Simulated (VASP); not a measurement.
# TiO2 (I4_1/amd) in VASP: settings compared

Aim: see how the results for TiO2 move with the level of theory and the settings. Levels: PBE, SVWN5. Tasks: single point, relaxation of cell and atoms.

All numbers are computed with VASP 6.6.1; they aren't measurements. Logs are shortened: lines on timing, memory, paths and dates and some standing lists are left out, and cuts for length are marked.

### Step 1. The cell of the first run

The structure is tetragonal, space group I4_1/amd (No. 141). Conventional cell: a = 3.738 Å, b = 3.738 Å, c = 8.636 Å, α = 90.00°, β = 90.00°, γ = 90.00°. Ti (site symmetry -4m2) has 6 O at 1.88 to 1.93 Å within 2.5 Å. O (site symmetry 2mm) has 3 Ti at 1.88 to 1.93 Å and 6 O at 2.52 to 2.68 Å within 2.7 Å.

### Step 2. Single point, PBE

INCAR

```
SYSTEM = TiO2
PREC = Accurate
ENCUT = 520
EDIFF = 1E-7
ISMEAR = -1
SIGMA = 0.05
LREAL = .FALSE.
LASPH = .TRUE.
NELM = 80
ALGO = Normal
ISIF = 2
LWAVE = .FALSE.
LCHARG = .TRUE.
GGA = PE
LELF = .TRUE.
LVHAR = .TRUE.
NBANDS = 33
```

KPOINTS

```
regular mesh
0
G
  10 10 10
  0 0 0
```

POSCAR

```
TiO2
1.0
   -1.8688159746      1.8688159746      4.3181916039
    1.8688159746     -1.8688159746      4.3181916039
    1.8688159746      1.8688159746     -4.3181916039
Ti O
2 4
Direct
    0.7500000000      0.2500000000      0.5000000000
    0.0000000000      0.0000000000      0.0000000000
    0.7770992899      0.7770992899      0.0000000000
    0.5270992899      0.0270992899      0.5000000000
    0.9729007101      0.4729007101      0.5000000000
    0.2229007101      0.2229007101      0.0000000000
```

Potentials or basis: VASP PAW PBE potentials, release 64 (Ti_sv, O).

Launch:

```sh
cat potpaw_PBE.64/Ti_sv/POTCAR potpaw_PBE.64/O/POTCAR > POTCAR
mpirun -np 1 vasp_std > vasp.out
```

OUTCAR:

```text
SYSTEM = TiO2
   PREC = Accurate
   ENCUT = 520
   EDIFF = 1E-7
   ISMEAR = -1
   LREAL = .FALSE.
   LASPH = .TRUE.
   NELM = 80
   ISIF = 2
   GGA = PE

 ion  position               nearest neighbor table
   1  0.750  0.250  0.500-   3 1.88   6 1.88   3 1.88   6 1.88   5 1.93   4 1.93   2 2.86   2 2.86
                             2 2.86   2 2.86
   2  0.000  0.000  0.000-   4 1.88   5 1.88   4 1.88   5 1.88   3 1.93   6 1.93   1 2.86   1 2.86
                             1 2.86   1 2.86
   3  0.777  0.777  0.000-   1 1.88   1 1.88   2 1.93
   4  0.527  0.027  0.500-   2 1.88   2 1.88   1 1.93
   5  0.973  0.473  0.500-   2 1.88   2 1.88   1 1.93
   6  0.223  0.223  0.000-   1 1.88   1 1.88   2 1.93

  LATTYP: Found a body centered tetragonal cell.
 ALAT       =     3.7376319492
 C/A-ratio  =     2.3106564063

  Lattice vectors:

 A1 = (  -1.8688159746,   1.8688159746,   4.3181916039)
 A2 = (   1.8688159746,  -1.8688159746,   4.3181916039)
 A3 = (   1.8688159746,   1.8688159746,  -4.3181916039)

Analysis of symmetry for initial positions (statically):
=====================================================================
 Subroutine PRICEL returns:
 Original cell was already a primitive cell.

 Routine SETGRP: Setting up the symmetry group for a
 body centered tetragonal supercell.

 Subroutine GETGRP returns: Found 16 space group operations
 (whereof  8 operations were pure point group operations)
 out of a pool of 16 trial point group operations.

The static configuration has the point symmetry D_2d.
 The point group associated with its full space group is D_4h.

Analysis of symmetry for dynamics (positions and initial velocities):
=====================================================================
 Subroutine PRICEL returns:
 Original cell was already a primitive cell.

 Routine SETGRP: Setting up the symmetry group for a
 body centered tetragonal supercell.

 Subroutine GETGRP returns: Found 16 space group operations
 (whereof  8 operations were pure point group operations)
 out of a pool of 16 trial point group operations.

The dynamic configuration has the point symmetry D_2d.
 The point group associated with its full space group is D_4h.

 Subroutine INISYM returns: Found 16 space group operations
 (whereof  8 operations are pure point group operations),
 and found     1 'primitive' translations

----------------------------------------------------------------------------------------

                                     Primitive cell

  volume of cell :      60.3247

  direct lattice vectors                    reciprocal lattice vectors
    -1.868815975  1.868815975  4.318191604     0.000000000  0.267549083  0.115789211
     1.868815975 -1.868815975  4.318191604     0.267549083  0.000000000  0.115789211
     1.868815975  1.868815975 -4.318191604     0.267549083  0.267549083  0.000000000

  length of vectors
     5.062778390  5.062778390  5.062778390     0.291529850  0.291529850  0.378371542

  position of ions in fractional coordinates (direct lattice)
     0.750000000  0.250000000  0.500000000
     0.000000000  0.000000000  0.000000000
     0.777099290  0.777099290  0.000000000
     0.527099290  0.027099290  0.500000000
     0.972900710  0.472900710  0.500000000
     0.222900710  0.222900710  0.000000000

  ion indices of the primitive-cell ions
   primitive index   ion index
                 1           1
                 2           2
                 3           3
                 4           4
                 5           5
                 6           6

----------------------------------------------------------------------------------------

 KPOINTS: regular mesh

Automatic generation of k-mesh.
 Grid dimensions read from file:
 generate k-points for:   10   10   10

 Generating k-lattice:

  Cartesian coordinates                     Fractional coordinates (reciprocal lattice)
     0.000000000  0.026754908  0.011578921     0.100000000  0.000000000 -0.000000000
     0.026754908  0.000000000  0.011578921     0.000000000  0.100000000 -0.000000000
     0.026754908  0.026754908  0.000000000     0.000000000  0.000000000  0.100000000

  Length of vectors
     0.029152985  0.029152985  0.037837154

  Shift w.r.t. Gamma in fractional coordinates (k-lattice)
     0.000000000  0.000000000  0.000000000

 Subroutine IBZKPT returns following result:
 ===========================================

 Found    102 irreducible k-points:

 Following reciprocal coordinates:
            Coordinates               Weight
  0.000000  0.000000  0.000000      1.000000
  0.100000 -0.000000  0.000000      8.000000
  0.200000 -0.000000  0.000000      8.000000
  0.300000  0.000000 -0.000000      8.000000
  0.400000 -0.000000  0.000000      8.000000
  0.500000 -0.000000  0.000000      4.000000
[... 16 lines left out ...]
  0.300000  0.300000  0.000000      8.000000
  0.400000  0.300000  0.000000     16.000000
 [... further k-points ...]
   k-points           NKPTS =    102   k-points in BZ     NKDIM =    102   number of bands    NBANDS=     33
   number of dos      NEDOS =    301   number of ions     NIONS =      6
   total plane-waves  NPLWV =  64000
   dimension x,y,z NGX =    40 NGY =   40 NGZ =   40
   dimension x,y,z NGXF=    80 NGYF=   80 NGZF=   80
   ions per type =               2   4
   NGX,Y,Z   is equivalent  to a cutoff of  13.13, 13.13, 13.13 a.u.
   NGXF,Y,Z  is equivalent  to a cutoff of  26.27, 26.27, 26.27 a.u.
 SYSTEM =  TiO2
   PREC   = accura    normal or accurate (medium, high low for compatibility)
   ISTART =      0    job   : 0-new  1-cont  2-samecut
   ICHARG =      2    charge: 1-file 2-atom 10-const
   ISPIN  =      1    spin polarized calculation?
   LNONCOLLINEAR =      F non collinear calculations
   LSORBIT =      F    spin-orbit coupling
   LASPH  =      T    aspherical Exc in radial PAW
   ENCUT  =  520.0 eV  38.22 Ry    6.18 a.u.   9.41  9.41  9.41*2*pi/ulx,y,z
   NELM   =     80;   NELMIN=  2; NELMDL= -5     # of ELM steps
   EDIFF  = 0.1E-06   stopping-criterion for ELM
   LREAL  =      F    real-space projection
   EDIFFG = 0.1E-05   stopping-criterion for IOM
   NSW    =      0    number of steps for IOM
   IBRION =     -1    ionic relax: 0-MD 1-quasi-New 2-CG
   NFREE  =      0    steps in history (QN), initial steepest desc. (CG)
   ISIF   =      2    stress and relaxation
   ISYM   =      2    0-nonsym 1-usesym 2-fastsym
   POTIM  = 0.5000    time-step for ionic-motion
   TEBEG  =    0.0;   TEEND  =   0.0 temperature during run
   PSTRESS=    0.0 pullay stress
   NELECT =      48.0000    total number of electrons
   NUPDOWN=      -1.0000    fix difference up-down
   EMIN   =  10.00;   EMAX   =-10.00  energy-range for DOS
   EFERMI =   0.00;   METHOD = LEGACY
   ISMEAR =    -1;   SIGMA  =   0.05  broadening in eV -4-tet -1-fermi 0-gaus
   EFERMI_NEDOS =   21; number of points for ismear=-14 and -15
   IALGO  =     38    algorithm
   IMIX   =      4    mixing-type and parameters
     AMIX     =   0.40;   BMIX     =  1.00
     AMIX_MAG =   1.60;   BMIX_MAG =  1.00
  volume/ion in A,a.u.               =      10.05        67.85
  Fermi-wavevector in a.u.,A,eV,Ry     =   1.517016  2.866745 31.311611  2.301339
  Thomas-Fermi vector in A             =   2.626328
   LORBIT       =      0    0 simple, 1 ext, 2 COOP (PROOUT), +10 PAW based schemes
   GGA     = PE    functional components
   LHFCALC =     F    Hartree Fock is set to
   AEXX    =    0.0000 exact exchange contribution
   IVDW    =     0    specifies the selected vdW correction
   LEPSILON=     F    determine dielectric tensor
   LRPA    =     F    only Hartree local field effects (RPA)
 non-spin polarized calculation
  energy-cutoff  :      520.00
  volume of cell :       60.32
 maximum number of plane-waves:      1648
 NGX is ok and might be reduce to    40
   NGX = 19   NGY = 19   NGZ = 19

 number of electron      48.0000000 magnetization

 Free energy of the ion-electron system (eV)
  ---------------------------------------------------
  ext. energy  EPLUGINS =         0.00000000
  ---------------------------------------------------
  free energy    TOTEN  =       -52.97983162 eV

  energy without entropy =      -52.97983162  energy(sigma->0) =      -52.97983162

 E-fermi :   5.7190     XC(G=0): -11.4541

 val. band max:        4.7695478131   @ k =   0.5000   0.5000   0.0000
 cond. band min:       6.5721312256   @ k =   0.0000   0.0000   0.0000
 fundamental gap:      1.8025834125
 Fermi energy:         5.7190118292

 k-point     1 :       0.0000    0.0000    0.0000
  band No.  band energies     occupation
      1     -51.5419      2.00000
      2     -51.4168      2.00000
      3     -28.1601      2.00000
      4     -27.8439      2.00000
      5     -27.8439      2.00000
      6     -27.7037      2.00000
[... 25 lines left out ...]
     32      10.2273      0.00000
     33      10.8794      0.00000

 k-point     2 :       0.1000   -0.0000    0.0000
  band No.  band energies     occupation
      1     -51.5393      2.00000
      2     -51.4189      2.00000
      3     -28.1580      2.00000
      4     -27.8639      2.00000
      5     -27.8459      2.00000
      6     -27.7094      2.00000
[... 25 lines left out ...]
     32      10.4791      0.00000
     33      11.0237      0.00000
[... 754 lines left out ...]
     32      11.9925      0.00000
     33      12.7345      0.00000

 k-point    24 :       0.4000    0.3000    0.0000
  band No.  band energies     occupation
      1     -51.4898      2.00000
      2     -51.4601      2.00000
      3     -28.1360      2.00000
      4     -28.0893      2.00000
      5     -27.8963      2.00000
      6     -27.8301      2.00000
[... 25 lines left out ...]
     32      12.0250      0.00000
     33      13.0135      0.00000

 [... further k-points ...]

------------------------ aborting loop because EDIFF is reached ----------------------------------------

  FORCE on cell =-STRESS in cart. coord.  units (eV):
  Direction    XX          YY          ZZ          XY          YZ          ZX
  --------------------------------------------------------------------------------------
  -------------------------------------------------------------------------------------
  Total       11.5940875     11.5940875     11.6312827      0.0000000      0.0000000      0.0000000
  in kB      307.9301274    307.9301274    308.9180016      0.0000000      0.0000000      0.0000000
  external PRESSURE =     308.2594188 kB  Pullay stress =       0.0000000 kB

 VOLUME and BASIS-vectors are now :
 -----------------------------------------------------------------------------
  energy-cutoff  :      520.00
  volume of cell :       60.32
      direct lattice vectors                 reciprocal lattice vectors
    -1.868815975  1.868815975  4.318191604     0.000000000  0.267549083  0.115789211
     1.868815975 -1.868815975  4.318191604     0.267549083  0.000000000  0.115789211
     1.868815975  1.868815975 -4.318191604     0.267549083  0.267549083  0.000000000

 POSITION                                       TOTAL-FORCE (eV/Angst)
 -----------------------------------------------------------------------------------
      0.00000      1.86882      2.15910        -0.000000     -0.000000     -0.000000
      0.00000      0.00000      0.00000        -0.000000     -0.000000      0.000000
      0.00000      0.00000      6.71133         0.000000      0.000000     -0.040673
      0.00000      1.86882      0.23404        -0.000000     -0.000000     -0.040673
      0.00000      1.86882      4.08415        -0.000000     -0.000000      0.040673
      0.00000      0.00000      1.92506         0.000000      0.000000      0.040673
 -----------------------------------------------------------------------------------
    total drift:                                0.000000      0.000000     -0.000000

  FREE ENERGIE OF THE ION-ELECTRON SYSTEM (eV)
  ---------------------------------------------------
  free  energy   TOTEN  =       -52.9798316180 eV

  energy  without entropy=      -52.9798316176  energy(sigma->0) =      -52.97983162
```

Run time: 3.7 min. Hardware: 1 thread of Intel Xeon 6975P-C (Granite Rapids), shared host; peak memory 0.34 GiB.

Results:

| Property | Result |
| --- | --- |
| Free energy | -52.9798 eV |
| Pressure | 30.8 GPa |
| Largest force | 0.041 eV/Å |
| Band gap on the k mesh | 1.80 eV (least direct gap 2.45 eV) |

Forces in eV/Å, atoms in the order of the input:
```
Ti   0.000  0.000  0.000
Ti   0.000  0.000  0.000
O    0.000  0.000 -0.041
O    0.000  0.000 -0.041
O    0.000  0.000  0.041
O    0.000  0.000  0.041
```

Levels at points of the mesh, in eV from the valence-band top:
| k point | band 21 | band 22 | band 23 | band 24 | band 25 | band 26 | band 27 | band 28 |
| --- | --- | --- | --- | --- | --- | --- | --- | --- |
| (0.00, 0.00, 0.00) | -0.87 | -0.74 | -0.68 | -0.68 | 1.80 | 2.99 | 3.43 | 3.43 |
| (0.50, 0.00, 0.00) | -2.40 | -1.28 | -1.09 | -0.74 | 3.11 | 3.36 | 3.86 | 4.16 |
| (0.50, 0.50, 0.00) | -2.66 | -2.66 | 0.00 | 0.00 | 3.87 | 3.87 | 4.27 | 4.27 |
| (0.50, 0.50, 0.50) | -1.52 | -1.52 | -0.50 | -0.50 | 2.37 | 2.37 | 3.35 | 3.35 |

Caveat: the cell stands under pressure. A k mesh can miss the band edges.

### Step 3. Single point, PBE

This run uses another cell than the first one, of 10.52 Å³/atom.

INCAR

```
PREC = Accurate
ENCUT = 520
EDIFF = 1E-7
ISMEAR = -1
SIGMA = 0.05
LREAL = False
LASPH = True
NELM = 80
ALGO = Normal
ISIF = 2
LWAVE = False
LCHARG = False
GGA = PE
NBANDS = 33
```

KPOINTS

```
regular mesh
0
Gamma
  10 10 10
```

POSCAR

```
TiO2
1.0
   -1.8763499695      1.8763499695      4.4806689394
    1.8763499695     -1.8763499695      4.4806689394
    1.8763499695      1.8763499695     -4.4806689394
Ti O
2 4
Direct
    0.7500000000      0.2500000000      0.5000000000
    0.0000000000      0.0000000000      0.0000000000
    0.7829194250      0.7829194250      0.0000000000
    0.5329194250      0.0329194250      0.5000000000
    0.9670805750      0.4670805750      0.5000000000
    0.2170805750      0.2170805750      0.0000000000
```

Potentials or basis: VASP PAW PBE potentials, release 64 (Ti_sv, O).

Launch:

```sh
cat potpaw_PBE.64/Ti_sv/POTCAR potpaw_PBE.64/O/POTCAR > POTCAR
mpirun -np 1 vasp_std > vasp.out
```

It took 3.5 min on 1 thread of Intel Xeon 6975P-C (Granite Rapids), shared host; peak memory 0.35 GiB.

It converged, with:

```yaml
Free_energy: -53.4226 eV
Pressure: 20.8 GPa
Largest_force: 0.034 eV/Å
Band_gap_on_the_k_mesh: 1.93 eV (least direct gap 2.47 eV)
```

Forces on the atoms (eV/Å):
```
Ti   0.000  0.000  0.000
Ti   0.000  0.000  0.000
O    0.000  0.000 -0.034
O    0.000  0.000 -0.034
O    0.000  0.000  0.034
O    0.000  0.000  0.034
```

Stress tensor (GPa, compression positive):
```
20.77  0.00  0.00
 0.00 20.77  0.00
 0.00  0.00 20.87
```

Levels at points of the mesh, in eV from the valence-band top:
```tsv
k point	band 20	band 21	band 22	band 23	band 24	band 25	band 26	band 27	band 28	band 29
(0.00, 0.00, 0.00)	-0.77	-0.72	-0.72	-0.72	-0.72	1.93	2.93	3.67	3.67	3.89
(0.50, 0.00, 0.00)	-2.27	-2.22	-1.20	-0.98	-0.70	3.29	3.33	3.74	3.98	4.39
(0.50, 0.50, 0.00)	-2.95	-2.45	-2.45	0.00	0.00	3.67	3.67	4.11	4.11	5.09
(0.50, 0.50, 0.50)	-1.46	-1.46	-1.46	-0.33	-0.33	2.41	2.41	3.74	3.74	3.88
```

Caveat: the cell stands under pressure. A k mesh can miss the band edges.

(Continued in part 2 of 3.)
